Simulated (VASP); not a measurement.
Write the native input for VASP 6.6.1 that does the following.

* Task: single point
* Functional: LDA
* Potentials or basis: VASP PAW LDA potentials, release 64 (Ge_d)
* Cutoff: 520 eV
* k mesh: 10 × 10 × 10
* Occupations: gaussian, width 1 eV
* Spin: no spin polarisation
* Dipole correction: no
* Further INCAR settings: ALGO = Normal; EDIFF = 1e-07; NBANDS = 21

The structure of Ge lies in POSCAR:

```
Ge
1.0
    0.0000000000      2.8147752533      2.8147752533
    2.8147752533      0.0000000000      2.8147752533
    2.8147752533      2.8147752533      0.0000000000
Ge
2
Direct
    0.5000000000      0.5000000000      0.5000000000
    0.7500000000      0.7500000000      0.7500000000
```

One way to write it, as run:

INCAR

```
SYSTEM = Ge
PREC = Accurate
ENCUT = 520
EDIFF = 1E-7
ISMEAR = 0
SIGMA = 1.0
LREAL = .False.
LASPH = .True.
NELM = 60
ALGO = Normal
ISIF = 2
LWAVE = .False.
LCHARG = .True.
LELF = .True.
LVHAR = .True.
NBANDS = 21
```

KPOINTS

```
regular mesh
0
Gamma
  10 10 10
  0 0 0
```

Potentials or basis: VASP PAW LDA potentials, release 64 (Ge_d).

Launch:

```bash
$ cat potpaw_LDA.64/Ge_d/POTCAR > POTCAR
$ mpirun -np 1 vasp_std > vasp.out
```

Results of the run:

```
Pressure               : 0.4 GPa
Band gap on the k mesh : zero (filled and empty bands touch)
```

Caveat: so wide a smearing shifts energies and pressures; semilocal functionals underestimate gaps, and a narrow one can read as zero.

It took 21 s on 1 thread of Intel(R) Xeon(R) 6975P-C (Granite Rapids) (shared host), peak memory 0.16 GiB.
